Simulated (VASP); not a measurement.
## BeAg: single point with PBE

Crystal: BeAg.

```
Be Ag
1.0
     2.94829    0.00000    0.00000
     0.00000    2.94829    0.00000
     0.00000    0.00000    2.94829
Be Ag
1 1
Direct
  0.00000 0.00000 0.00000
  0.50000 0.50000 0.50000
```

```
Program                : VASP 6.6.1
Task                   : single point
Functional             : PBE
Potentials or basis    : VASP PAW PBE potentials, release 64 (Be, Ag)
Cutoff                 : 520 eV
k mesh                 : 6 × 6 × 6
Occupations            : gaussian, width 0.1 eV
Spin                   : no spin polarisation
Dipole correction      : no
Further INCAR settings : ALGO = Normal; EDIFF = 1e-06; NBANDS = 14
```

The pressure is -0.2 GPa. The band gap on the k mesh is zero (an odd number of electrons rules out a gap without spin polarisation).

Levels at points of the mesh, in eV from the Fermi level:
```tsv
k point	band 2	band 3	band 4	band 5	band 6	band 7	band 8	band 9	band 10	band 11
(0.00, 0.00, 0.00)	-6.60	-6.60	-4.60	-4.60	-4.60	4.47	4.47	4.47	11.92	11.92
(0.50, 0.00, 0.00)	-6.32	-5.49	-5.49	-4.98	-4.52	-2.39	8.34	8.34	10.79	12.63
(0.50, 0.50, 0.00)	-6.08	-5.21	-5.21	-3.90	-2.18	-2.18	2.85	3.29	7.83	14.01
(0.50, 0.50, 0.50)	-7.01	-7.01	-3.86	-3.86	3.65	4.19	4.19	4.19	4.38	4.38
```

Run time: 7.2 s on 1 thread of Intel Xeon 8259CL (shared host), peak memory 0.14 GiB.
